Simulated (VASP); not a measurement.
# Si16Ge (a cell with a defect) in VASP: single point with PBE+D3(BJ)

Aim: the single point of Si16Ge (a cell with a defect) with PBE+D3(BJ).

Program: VASP 6.6.1. These are calculated values, not measurements. Logs are shortened: lines on timing, memory, paths and dates and some standing lists are left out, and cuts for length are marked.

## 1. The cell of the first run

The cell holds a defect, 17 atoms: a = 7.679 Å, b = 7.679 Å, c = 7.679 Å, α = 60.00°, β = 60.00°, γ = 60.00°.

## 2. Single point, PBE+D3(BJ)

Input file INCAR:

```
PREC = Accurate
ENCUT = 520
EDIFF = 1E-7
ISMEAR = 0
SIGMA = 0.02
LREAL = Auto
LASPH = T
NELM = 100
ALGO = Normal
ISIF = 2
LWAVE = F
LCHARG = F
GGA = PE
IVDW = 12
NBANDS = 53
```

Input file KPOINTS:

```
Automatic mesh
0
Gamma
  2 2 2
```

Input file POSCAR:

```
Si16Ge
1.0
    0.0000000000      5.4300000000      5.4300000000
    5.4300000000      0.0000000000      5.4300000000
    5.4300000000      5.4300000000      0.0000000000
Si Ge
16 1
Direct
    0.0121598278     -0.0344578709      0.0104983977
    0.1597463970      0.1129355815      0.1143950508
    0.0187653526     -0.0025330103      0.4863225722
    0.1276962572      0.1065098024      0.6386001910
    0.0121546895      0.5118239512      0.0105001395
    0.1023822112      0.6019119588      0.1938175448
   -0.0242875256      0.4751991159      0.5739136101
    0.1276977872      0.6272164443      0.6386011463
    0.5233734906      0.0228593557     -0.0690712993
    0.6134509317      0.1128591875      0.1144323176
    0.4979608907     -0.0025054491      0.4863537988
    0.6500926201      0.1495584522      0.5508136702
    0.4660329316      0.5117594655      0.0104769485
    0.6134468003      0.6592800091      0.1144314810
    0.4979617586      0.5182140443      0.4863507637
    0.6070272845      0.6272271233      0.6385395064
    0.8127399949      0.3122841387      0.0627123607
```

Potentials or basis: VASP PAW PBE potentials, release 64 (Si, Ge_d).

The run is started by

```sh
$ cat potpaw_PBE.64/Si/POTCAR potpaw_PBE.64/Ge_d/POTCAR > POTCAR
$ mpirun -np 1 vasp_std > vasp.out
```

OUTCAR:

```text
PREC = Accurate
   ENCUT = 520
   EDIFF = 1E-7
   ISMEAR = 0
   LREAL = Auto
   LASPH = T
   NELM = 100
   ISIF = 2
   GGA = PE
   IVDW = 12
 IVDW          = 12

 ion  position               nearest neighbor table
   1  0.012  0.966  0.010-   6 2.32   4 2.33  17 2.44  10 2.51   2 2.51
   2  0.160  0.113  0.114-   9 2.32   3 2.33  17 2.44   1 2.51   5 2.51
   3  0.019  0.997  0.486-   8 2.33   4 2.33   2 2.33  12 2.34
   4  0.128  0.107  0.639-   3 2.33  11 2.33   1 2.33   7 2.34
   5  0.012  0.512  0.011-   6 2.32   8 2.33  17 2.44  14 2.51   2 2.51
   6  0.102  0.602  0.194-   1 2.32   5 2.32  13 2.32   7 2.38
   7  0.976  0.475  0.574-   4 2.34   8 2.34  16 2.34   6 2.38
   8  0.128  0.627  0.639-   3 2.33  15 2.33   5 2.33   7 2.34
   9  0.523  0.023  0.931-  14 2.32  10 2.32   2 2.32  12 2.38
  10  0.613  0.113  0.114-   9 2.32  11 2.33  17 2.44   1 2.51  13 2.51
  11  0.498  0.997  0.486-  16 2.33   4 2.33  10 2.33  12 2.34
  12  0.650  0.150  0.551-  15 2.34  11 2.34   3 2.34   9 2.38
  13  0.466  0.512  0.010-   6 2.32  16 2.33  17 2.44  14 2.51  10 2.51
  14  0.613  0.659  0.114-   9 2.32  15 2.33  17 2.44   5 2.51  13 2.51
  15  0.498  0.518  0.486-  16 2.33   8 2.33  14 2.33  12 2.34
  16  0.607  0.627  0.639-  11 2.33  15 2.33  13 2.33   7 2.34
  17  0.813  0.312  0.063-  13 2.44   5 2.44   1 2.44   2 2.44  10 2.44  14 2.44

  LATTYP: Found a face centered cubic cell.
 ALAT       =    10.8600000000

  Lattice vectors:

 A1 = (   0.0000000000,   5.4300000000,   5.4300000000)
 A2 = (   5.4300000000,   0.0000000000,   5.4300000000)
 A3 = (   5.4300000000,   5.4300000000,   0.0000000000)

Analysis of symmetry for initial positions (statically):
=====================================================================
 Subroutine PRICEL returns:
 Original cell was already a primitive cell.

 Routine SETGRP: Setting up the symmetry group for a
 face centered cubic supercell.

 Subroutine GETGRP returns: Found  2 space group operations
 (whereof  1 operations were pure point group operations)
 out of a pool of 48 trial point group operations.

The static configuration has the point symmetry C_1 .
 The point group associated with its full space group is C_1h.

Analysis of symmetry for dynamics (positions and initial velocities):
=====================================================================
 Subroutine PRICEL returns:
[... 125 lines left out ...]
   IBRION =     -1    ionic relax: 0-MD 1-quasi-New 2-CG
   NFREE  =      0    steps in history (QN), initial steepest desc. (CG)
   ISIF   =      2    stress and relaxation
   ISYM   =      2    0-nonsym 1-usesym 2-fastsym
   POTIM  = 0.5000    time-step for ionic-motion
   TEBEG  =    0.0;   TEEND  =   0.0 temperature during run
   PSTRESS=    0.0 pullay stress
   NELECT =      78.0000    total number of electrons
   NUPDOWN=      -1.0000    fix difference up-down
   EMIN   =  10.00;   EMAX   =-10.00  energy-range for DOS
   EFERMI =   0.00;   METHOD = LEGACY
   ISMEAR =     0;   SIGMA  =   0.02  broadening in eV -4-tet -1-fermi 0-gaus
   EFERMI_NEDOS =   21; number of points for ismear=-14 and -15
   IALGO  =     38    algorithm
   IMIX   =      4    mixing-type and parameters
     AMIX     =   0.40;   BMIX     =  1.00
     AMIX_MAG =   1.60;   BMIX_MAG =  1.00
  volume/ion in A,a.u.               =      18.84       127.11
  Fermi-wavevector in a.u.,A,eV,Ry     =   1.022421  1.932096 14.222785  1.045345
  Thomas-Fermi vector in A             =   2.156100
   LORBIT       =      0    0 simple, 1 ext, 2 COOP (PROOUT), +10 PAW based schemes
   GGA     = PE    functional components
   LHFCALC =     F    Hartree Fock is set to
   AEXX    =    0.0000 exact exchange contribution
   IVDW    =    12    specifies the selected vdW correction
   LEPSILON=     F    determine dielectric tensor
   LRPA    =     F    only Hartree local field effects (RPA)
 non-spin polarized calculation
 Gauss-broadening in eV      SIGMA  =   0.02
  energy-cutoff  :      520.00
  volume of cell :      320.21
 maximum number of plane-waves:      8646
 NGX is ok and might be reduce to    60
   NGX = 29   NGY = 29   NGZ = 29

 number of electron      77.9999999 magnetization

 Free energy of the ion-electron system (eV)
  ---------------------------------------------------
  ext. energy  EPLUGINS =         0.00000000
  ---------------------------------------------------
  free energy    TOTEN  =       -86.35766328 eV

  energy without entropy =      -86.35766328  energy(sigma->0) =      -86.35766328

 E-fermi :   6.6356     XC(G=0):  -9.7732

 val. band max:        6.5569169775   @ k =   0.0000   0.0000   0.5000
 cond. band min:       6.7151033032   @ k =   0.0000   0.0000   0.0000
 fundamental gap:      0.1581863257
 Fermi energy:         6.6355513439

 k-point     1 :       0.0000    0.0000    0.0000
  band No.  band energies     occupation
      1     -17.9199      2.00000
      2     -17.9199      2.00000
      3     -17.7891      2.00000
      4     -17.7891      2.00000
      5     -17.7834      2.00000
      6      -6.3467      2.00000
[... 313 lines left out ...]
     50      10.3840      0.00000
     51      10.4226      0.00000
 [bands above 51 left out]

------------------------ aborting loop because EDIFF is reached ----------------------------------------

 Edisp (eV)   -5.66657

 E8    (eV) :    -2.3545

  FORCE on cell =-STRESS in cart. coord.  units (eV):
  Direction    XX          YY          ZZ          XY          YZ          ZX
  --------------------------------------------------------------------------------------
  -------------------------------------------------------------------------------------
  Total       5.00752     5.01228     5.00752    -1.29369     1.29369     1.28904
  in kB      25.05556    25.07938    25.05556    -6.47310     6.47310     6.44982
  external pressure =       25.06 kB  Pullay stress =        0.00 kB

 VOLUME and BASIS-vectors are now :
 -----------------------------------------------------------------------------
  energy-cutoff  :      520.00
  volume of cell :      320.21
      direct lattice vectors                 reciprocal lattice vectors
     0.000000000  5.430000000  5.430000000    -0.092081031  0.092081031  0.092081031
     5.430000000  0.000000000  5.430000000     0.092081031 -0.092081031  0.092081031
     5.430000000  5.430000000  0.000000000     0.092081031  0.092081031 -0.092081031

 POSITION                                       TOTAL-FORCE (eV/Angst)
 -----------------------------------------------------------------------------------
      5.29990      0.12303      5.30892        -0.013469      0.007870     -0.001544
      1.23441      1.48859      1.48066        -0.003391      0.012218      0.003391
      8.05698      2.74263      5.51814         0.007938     -0.003715     -0.007938
      4.04595      4.16099      1.27174        -0.000194     -0.007462      0.008747
      2.83622      0.12302      2.84520         0.001544      0.007870      0.013469
      4.32081      1.60836      3.82432        -0.000035      0.001185      0.000035
[... 9 lines left out ...]
      6.87311      6.76343      6.70200        -0.006576      0.002484      0.006576
      2.03623      4.75371      6.10888        -0.000771      0.000290      0.000771
 -----------------------------------------------------------------------------------
    total drift:                               -0.000211     -0.004895     -0.005749

  FREE ENERGIE OF THE ION-ELECTRON SYSTEM (eV)
  ---------------------------------------------------
  free  energy   TOTEN  =       -92.0242362452 eV

  energy  without entropy=      -92.0242362447  energy(sigma->0) =      -92.02423624
```

OSZICAR:

```text
N       E                     dE             d eps       ncg     rms          rms(c)
DAV:   1     0.400592683453E+03    0.40059E+03   -0.30250E+04   802   0.161E+03
DAV:   2    -0.217075586359E+02   -0.42230E+03   -0.39266E+03   710   0.424E+02
DAV:   3    -0.842225930944E+02   -0.62515E+02   -0.59886E+02   770   0.102E+02
DAV:   4    -0.877481941702E+02   -0.35256E+01   -0.34762E+01   808   0.289E+01
DAV:   5    -0.878634283770E+02   -0.11523E+00   -0.11498E+00   816   0.495E+00    0.142E+01
DAV:   6    -0.867942326675E+02    0.10692E+01   -0.71516E-01   760   0.261E+00    0.856E+00
DAV:   7    -0.863502995864E+02    0.44393E+00   -0.11968E+00   744   0.337E+00    0.651E-01
DAV:   8    -0.863551317439E+02   -0.48322E-02   -0.87909E-02   768   0.126E+00    0.409E-01
DAV:   9    -0.863568029851E+02   -0.16712E-02   -0.69098E-03   800   0.341E-01    0.205E-01
DAV:  10    -0.863574338629E+02   -0.63088E-03   -0.73180E-04   744   0.101E-01    0.870E-02
DAV:  11    -0.863576548461E+02   -0.22098E-03   -0.26942E-04   728   0.669E-02    0.244E-02
DAV:  12    -0.863576623513E+02   -0.75051E-05   -0.14284E-05   832   0.168E-02    0.842E-03
DAV:  13    -0.863576638270E+02   -0.14757E-05   -0.55610E-06   736   0.894E-03    0.256E-03
DAV:  14    -0.863576639383E+02   -0.11133E-06   -0.38937E-07   752   0.258E-03    0.138E-03
DAV:  15    -0.863576635878E+02    0.35046E-06   -0.10296E-07   504   0.121E-03    0.467E-04
DAV:  16    -0.863576633585E+02    0.22935E-06   -0.10127E-08   408   0.490E-04    0.117E-04
DAV:  17    -0.863576632757E+02    0.82831E-07   -0.28229E-09   408   0.275E-04
   1 F= -.92024236E+02 E0= -.92024236E+02  d E =-.554723E-09
```

stdout:

```text
POSCAR found type information on POSCAR SiGe
 POSCAR found :  2 types and      17 ions
 scaLAPACK will be used
 LDA part: xc-table for (Slater+PW92), standard interpolation
 POSCAR, INCAR and KPOINTS ok, starting setup
 FFT: planning ... GRIDC
 FFT: planning ... GRID_SOFT
 FFT: planning ... GRID
 WAVECAR not read
 entering main loop
```

It took 5.4 min on 1 thread of AMD EPYC 7R43 (Zen 3), shared host; peak memory 0.43 GiB.

What came out:

```
Free energy                : -92.0242 eV
Pressure                   : 2.5 GPa
Largest force              : 0.016 eV/Å
Band gap on the k mesh     : 0.16 eV
Dispersion energy per atom : -0.333 eV
```

Forces in eV/Å, atoms in the order of the input:
```
Si  -0.013  0.008 -0.002
Si  -0.003  0.012  0.003
Si   0.008 -0.004 -0.008
Si   0.000 -0.007  0.009
Si   0.002  0.008  0.013
Si   0.000  0.001  0.000
Si  -0.005 -0.008  0.005
Si  -0.009 -0.007  0.000
Si  -0.001 -0.002  0.001
Si   0.000 -0.006 -0.014
Si   0.006  0.008  0.001
Si   0.007  0.006 -0.007
Si   0.004 -0.014 -0.004
Si   0.014 -0.006  0.000
Si  -0.001  0.008 -0.006
Si  -0.007  0.002  0.007
Ge  -0.001  0.000  0.001
```

Caveat: the k points lie up to 0.50 Å⁻¹ apart.
